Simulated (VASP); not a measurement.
# GeW (Fm-3m) in VASP: notebook

Aim: see how the results for GeW move with the level of theory and the settings. Levels: revPBE+D4, PBE. Tasks: single point.

Program: VASP 6.6.1. These are calculated values, not measurements. Logs are shortened: lines on timing, memory, paths and dates and some standing lists are left out, and cuts for length are marked.

## Step 1: The cell of the first run

It takes space group Fm-3m (No. 225, cubic). The conventional cell has a = 5.108 Å, b = 5.108 Å, c = 5.108 Å, α = 90.00°, β = 90.00°, γ = 90.00°. Within 3.4 Å of Ge (site symmetry m-3m) lie 6 W at 2.55 Å. Within 3.4 Å of W (site symmetry m-3m) lie 6 Ge at 2.55 Å.

## Step 2: Single point, revPBE+D4

Input file INCAR:

```
ALGO = Normal ; EDIFF = 1E-6
ENCUT = 520 ; GGA = RE
ISIF = 2 ; ISMEAR = -1
IVDW = 13 ; LASPH = True
LCHARG = False ; LREAL = False
LWAVE = False ; NBANDS = 21
NELM = 100 ; PREC = Accurate
SIGMA = 0.05
```

Input file KPOINTS:

```
k-points
0
Gamma
  9 9 9
```

Input file POSCAR:

```
GeW
1.0
    0.0000000000      2.5542216200      2.5542216200
    2.5542216200      0.0000000000      2.5542216200
    2.5542216200      2.5542216200      0.0000000000
Ge W
1 1
Direct
    0.5000000000      0.5000000000      0.5000000000
    0.0000000000      0.0000000000      0.0000000000
```

Potentials or basis: VASP PAW PBE potentials, release 64 (Ge_d, W_sv).

Command:

```
$ cat potpaw_PBE.64/Ge_d/POTCAR potpaw_PBE.64/W_sv/POTCAR > POTCAR
$ mpirun -np 1 vasp_std > vasp.out
```

OUTCAR:

```text
EDIFF = 1E-6
   ENCUT = 520
   GGA = RE
   ISIF = 2
   ISMEAR = -1
   IVDW = 13
   LASPH = True
   LREAL = False
   NELM = 100
   PREC = Accurate

 ion  position               nearest neighbor table
   1  0.500  0.500  0.500-   2 2.55   2 2.55   2 2.55   2 2.55   2 2.55   2 2.55
   2  0.000  0.000  0.000-   1 2.55   1 2.55   1 2.55   1 2.55   1 2.55   1 2.55

  LATTYP: Found a face centered cubic cell.
 ALAT       =     5.1084432400

  Lattice vectors:

 A1 = (   0.0000000000,   2.5542216200,   2.5542216200)
 A2 = (   2.5542216200,   0.0000000000,   2.5542216200)
 A3 = (   2.5542216200,   2.5542216200,   0.0000000000)

Analysis of symmetry for initial positions (statically):
=====================================================================
 Subroutine PRICEL returns:
 Original cell was already a primitive cell.

 Routine SETGRP: Setting up the symmetry group for a
 face centered cubic supercell.

 Subroutine GETGRP returns: Found 48 space group operations
 (whereof 48 operations were pure point group operations)
 out of a pool of 48 trial point group operations.

The static configuration has the point symmetry O_h .

Analysis of symmetry for dynamics (positions and initial velocities):
=====================================================================
 Subroutine PRICEL returns:
 Original cell was already a primitive cell.

 Routine SETGRP: Setting up the symmetry group for a
 face centered cubic supercell.

 Subroutine GETGRP returns: Found 48 space group operations
 (whereof 48 operations were pure point group operations)
 out of a pool of 48 trial point group operations.

The dynamic configuration has the point symmetry O_h .

 Subroutine INISYM returns: Found 48 space group operations
 (whereof 48 operations are pure point group operations),
 and found     1 'primitive' translations

----------------------------------------------------------------------------------------

                                     Primitive cell

  volume of cell :      33.3277

  direct lattice vectors                    reciprocal lattice vectors
     0.000000000  2.554221620  2.554221620    -0.195754353  0.195754353  0.195754353
     2.554221620  0.000000000  2.554221620     0.195754353 -0.195754353  0.195754353
     2.554221620  2.554221620  0.000000000     0.195754353  0.195754353 -0.195754353

  length of vectors
     3.612214856  3.612214856  3.612214856     0.339056485  0.339056485  0.339056485

  position of ions in fractional coordinates (direct lattice)
     0.500000000  0.500000000  0.500000000
     0.000000000  0.000000000  0.000000000

  ion indices of the primitive-cell ions
   primitive index   ion index
                 1           1
                 2           2

----------------------------------------------------------------------------------------

 KPOINTS: k-points

Automatic generation of k-mesh.
 Grid dimensions read from file:
 generate k-points for:    9    9    9

 Generating k-lattice:

  Cartesian coordinates                     Fractional coordinates (reciprocal lattice)
    -0.021750484  0.021750484  0.021750484     0.111111111  0.000000000  0.000000000
     0.021750484 -0.021750484  0.021750484     0.000000000  0.111111111  0.000000000
     0.021750484  0.021750484 -0.021750484     0.000000000  0.000000000  0.111111111

  Length of vectors
     0.037672943  0.037672943  0.037672943

  Shift w.r.t. Gamma in fractional coordinates (k-lattice)
     0.000000000  0.000000000  0.000000000

 Subroutine IBZKPT returns following result:
 ===========================================

 Found     35 irreducible k-points:

 Following reciprocal coordinates:
            Coordinates               Weight
  0.000000  0.000000  0.000000      1.000000
  0.111111  0.000000  0.000000      8.000000
  0.222222  0.000000  0.000000      8.000000
  0.333333  0.000000  0.000000      8.000000
  0.444444  0.000000  0.000000      8.000000
  0.111111  0.111111  0.000000      6.000000
[... 16 lines left out ...]
 -0.333333  0.333333  0.000000     12.000000
  0.444444  0.444444  0.000000      6.000000
 [... further k-points ...]
   k-points           NKPTS =     35   k-points in BZ     NKDIM =     35   number of bands    NBANDS=     21
   number of dos      NEDOS =    301   number of ions     NIONS =      2
   total plane-waves  NPLWV =  21952
   dimension x,y,z NGX =    28 NGY =   28 NGZ =   28
   dimension x,y,z NGXF=    56 NGYF=   56 NGZF=   56
   ions per type =               1   1
   NGX,Y,Z   is equivalent  to a cutoff of  12.89, 12.89, 12.89 a.u.
   NGXF,Y,Z  is equivalent  to a cutoff of  25.77, 25.77, 25.77 a.u.
 SYSTEM =  unknown system
   PREC   = accura    normal or accurate (medium, high low for compatibility)
   ISTART =      0    job   : 0-new  1-cont  2-samecut
   ICHARG =      2    charge: 1-file 2-atom 10-const
   ISPIN  =      1    spin polarized calculation?
   LNONCOLLINEAR =      F non collinear calculations
   LSORBIT =      F    spin-orbit coupling
   LASPH  =      T    aspherical Exc in radial PAW
   ENCUT  =  520.0 eV  38.22 Ry    6.18 a.u.   6.72  6.72  6.72*2*pi/ulx,y,z
   NELM   =    100;   NELMIN=  2; NELMDL= -5     # of ELM steps
   EDIFF  = 0.1E-05   stopping-criterion for ELM
   LREAL  =      F    real-space projection
   EDIFFG = 0.1E-04   stopping-criterion for IOM
   NSW    =      0    number of steps for IOM
   IBRION =     -1    ionic relax: 0-MD 1-quasi-New 2-CG
   NFREE  =      0    steps in history (QN), initial steepest desc. (CG)
   ISIF   =      2    stress and relaxation
   ISYM   =      2    0-nonsym 1-usesym 2-fastsym
   POTIM  = 0.5000    time-step for ionic-motion
   TEBEG  =    0.0;   TEEND  =   0.0 temperature during run
   PSTRESS=    0.0 pullay stress
   NELECT =      28.0000    total number of electrons
   NUPDOWN=      -1.0000    fix difference up-down
   EMIN   =  10.00;   EMAX   =-10.00  energy-range for DOS
   EFERMI =   0.00;   METHOD = LEGACY
   ISMEAR =    -1;   SIGMA  =   0.05  broadening in eV -4-tet -1-fermi 0-gaus
   EFERMI_NEDOS =   21; number of points for ismear=-14 and -15
   IALGO  =     38    algorithm
   IMIX   =      4    mixing-type and parameters
     AMIX     =   0.40;   BMIX     =  1.00
     AMIX_MAG =   1.60;   BMIX_MAG =  1.00
  volume/ion in A,a.u.               =      16.66       112.45
  Fermi-wavevector in a.u.,A,eV,Ry     =   1.544753  2.919159 32.467046  2.386261
  Thomas-Fermi vector in A             =   2.650229
   LORBIT       =      0    0 simple, 1 ext, 2 COOP (PROOUT), +10 PAW based schemes
   GGA     = RE    functional components
   LHFCALC =     F    Hartree Fock is set to
   AEXX    =    0.0000 exact exchange contribution
   IVDW    =    13    specifies the selected vdW correction
   LEPSILON=     F    determine dielectric tensor
   LRPA    =     F    only Hartree local field effects (RPA)
 non-spin polarized calculation
  energy-cutoff  :      520.00
  volume of cell :       33.33
 maximum number of plane-waves:       914
   NGX = 13   NGY = 13   NGZ = 13

 number of electron      27.9999985 magnetization

 Free energy of the ion-electron system (eV)
  ---------------------------------------------------
  ext. energy  EPLUGINS =         0.00000000
  ---------------------------------------------------
  free energy    TOTEN  =       -14.91503991 eV

  energy without entropy =      -14.89159010  energy(sigma->0) =      -14.90331500

 E-fermi :   9.4847     XC(G=0): -12.5111

 val. band max:        9.4626504789   @ k =  -0.3333   0.3333   0.1111
 cond. band min:       9.4851964319   @ k =   0.3333   0.1111   0.0000
 fundamental gap:      0.0225459530
 Fermi energy:         9.4847014022

 k-point     1 :       0.0000    0.0000    0.0000
  band No.  band energies     occupation
      1     -65.0039      2.00000
      2     -29.2032      2.00000
      3     -29.2032      2.00000
      4     -29.2032      2.00000
      5     -15.0458      2.00000
      6     -15.0458      2.00000
[... 13 lines left out ...]
     20      17.6437      0.00000
     21      24.9140      0.00000

 k-point     2 :       0.1111    0.0000    0.0000
  band No.  band energies     occupation
      1     -65.0035      2.00000
      2     -29.2168      2.00000
      3     -29.2057      2.00000
      4     -29.2057      2.00000
      5     -15.0408      2.00000
      6     -15.0408      2.00000
[... 13 lines left out ...]
     20      18.4905      0.00000
     21      22.5987      0.00000

 k-point     3 :       0.2222    0.0000    0.0000
  band No.  band energies     occupation
      1     -65.0024      2.00000
      2     -29.2511      2.00000
      3     -29.2120      2.00000
      4     -29.2120      2.00000
      5     -15.0283      2.00000
      6     -15.0283      2.00000
[... 13 lines left out ...]
     20      20.1996      0.00000
     21      21.3096      0.00000

 k-point     4 :       0.3333    0.0000    0.0000
  band No.  band energies     occupation
      1     -65.0011      2.00000
      2     -29.2898      2.00000
      3     -29.2191      2.00000
      4     -29.2191      2.00000
      5     -15.0140      2.00000
      6     -15.0140      2.00000
[... 13 lines left out ...]
     20      19.4333      0.00000
     21      19.4333      0.00000

 k-point     5 :       0.4444    0.0000    0.0000
  band No.  band energies     occupation
      1     -65.0002      2.00000
      2     -29.3149      2.00000
      3     -29.2237      2.00000
      4     -29.2237      2.00000
      5     -15.0049      2.00000
      6     -15.0049      2.00000
[... 13 lines left out ...]
     20      18.8630      0.00000
     21      18.8630      0.00000
[... 382 lines left out ...]
     20      20.8010      0.00000
     21      22.9435      0.00000

 k-point    22 :      -0.4444    0.3333    0.0000
  band No.  band energies     occupation
      1     -64.9992      2.00000
      2     -29.2930      2.00000
      3     -29.2618      2.00000
      4     -29.2392      2.00000
      5     -15.0314      2.00000
      6     -15.0197      2.00000
[... 13 lines left out ...]
     20      20.4779      0.00000
     21      22.0913      0.00000

 k-point    23 :      -0.3333    0.3333    0.0000
  band No.  band energies     occupation
      1     -64.9993      2.00000
      2     -29.2817      2.00000
      3     -29.2763      2.00000
      4     -29.2347      2.00000
      5     -15.0296      2.00000
      6     -15.0088      2.00000
[... 13 lines left out ...]
     20      20.5903      0.00000
     21      21.2142      0.00000

 k-point    24 :       0.4444    0.4444    0.0000
  band No.  band energies     occupation
      1     -64.9992      2.00000
      2     -29.3025      2.00000
      3     -29.2438      2.00000
      4     -29.2438      2.00000
      5     -15.0374      2.00000
      6     -15.0333      2.00000
[... 13 lines left out ...]
     20      21.5504      0.00000
     21      24.5682      0.00000

 [... further k-points ...]

------------------------ aborting loop because EDIFF is reached ----------------------------------------

  DFT-D4 for vdW energy calculation

  Edisp (eV):   -1.60952

  FORCE on cell =-STRESS in cart. coord.  units (eV):
  Direction    XX          YY          ZZ          XY          YZ          ZX
  --------------------------------------------------------------------------------------
  -------------------------------------------------------------------------------------
  Total       0.05720     0.05720     0.05720     0.00000     0.00000    -0.00000
  in kB       2.74990     2.74990     2.74990     0.00000     0.00000    -0.00000
  external pressure =        2.75 kB  Pullay stress =        0.00 kB

 VOLUME and BASIS-vectors are now :
 -----------------------------------------------------------------------------
  energy-cutoff  :      520.00
  volume of cell :       33.33
      direct lattice vectors                 reciprocal lattice vectors
     0.000000000  2.554221620  2.554221620    -0.195754353  0.195754353  0.195754353
     2.554221620  0.000000000  2.554221620     0.195754353 -0.195754353  0.195754353
     2.554221620  2.554221620  0.000000000     0.195754353  0.195754353 -0.195754353

 POSITION                                       TOTAL-FORCE (eV/Angst)
 -----------------------------------------------------------------------------------
      2.55422      2.55422      2.55422        -0.000000      0.000000      0.000000
      0.00000      0.00000      0.00000         0.000000     -0.000000     -0.000000
 -----------------------------------------------------------------------------------
    total drift:                                0.000000      0.000000      0.000000

  FREE ENERGIE OF THE ION-ELECTRON SYSTEM (eV)
  ---------------------------------------------------
  free  energy   TOTEN  =       -16.5245590081 eV

  energy  without entropy=      -16.5011092000  energy(sigma->0) =      -16.51283410
```

It took 15 s on 1 thread of AMD EPYC 9R45 (Zen 5), shared host; peak memory 0.14 GiB.

Results:

```yaml
Free_energy: -16.5246 eV
Pressure: 0.3 GPa
Band_gap_on_the_k_mesh: zero (band 14 reaches 10.07 eV, above the bottom of band 15 at 8.27 eV)
Dispersion_energy_per_atom: -0.805 eV
```

Caveat: the PAW data sets were made with another functional, which shifts forces and pressure a little; spin-orbit coupling is left out, which moves the levels of the heavy elements; pairwise dispersion overbinds metals, which lowers pressure and volume.

## Step 3: Single point, PBE

This run uses another cell than the first one, of 17.13 Å³/atom, 1.028 times its volume.

Input file INCAR:

```
PREC     = Accurate       # precision mode
ENCUT    = 520            # plane-wave cutoff, eV
EDIFF    = 1E-6           # SCF threshold, eV
ISMEAR   = 0              # smearing method
SIGMA    = 0.025          # smearing width, eV
LREAL    = F              # projectors in reciprocal space
LASPH    = T              # aspherical terms in the spheres
NELM     = 80             # most SCF steps
ALGO     = Normal         # electronic algorithm
ISIF     = 2              # what is computed and relaxed
LWAVE    = F              # write WAVECAR
LCHARG   = T              # write CHGCAR
GGA      = PE             # functional
LELF     = T              # ELF
LVHAR    = T            
NBANDS   = 21             # bands
```

Input file KPOINTS:

```
Automatic mesh
0
Gamma
  9 9 9
```

Input file POSCAR:

```
GeW
1.0
    0.0000000000      2.5776100000      2.5776100000
    2.5776100000      0.0000000000      2.5776100000
    2.5776100000      2.5776100000      0.0000000000
Ge W
1 1
Direct
    0.5000000000      0.5000000000      0.5000000000
    0.0000000000      0.0000000000      0.0000000000
```

Potentials or basis: VASP PAW PBE potentials, release 64 (Ge_d, W_sv).

Command:

```
$ cat potpaw_PBE.64/Ge_d/POTCAR potpaw_PBE.64/W_sv/POTCAR > POTCAR
$ mpirun -np 1 vasp_std > vasp.out
```

Run time: 16 s. Hardware: 1 thread of AMD EPYC 9R45 (Zen 5), shared host; peak memory 0.14 GiB.

Results (log left out):

```yaml
Free_energy: -15.7032 eV
Pressure: 0.4 GPa
Band_gap_on_the_k_mesh: zero (band 14 reaches 9.59 eV, above the bottom of band 15 at 7.88 eV)
```

Levels at points of the mesh, in eV from the Fermi level:
| k point | band 12 | band 13 | band 14 | band 15 | band 16 | band 17 |
| --- | --- | --- | --- | --- | --- | --- |
| (0.00, 0.00, 0.00) | -1.60 | -1.60 | -0.86 | -0.86 | 2.45 | 2.45 |

Caveat: spin-orbit coupling is left out, which moves the levels of the heavy elements.

(Continued in part 2 of 2.)
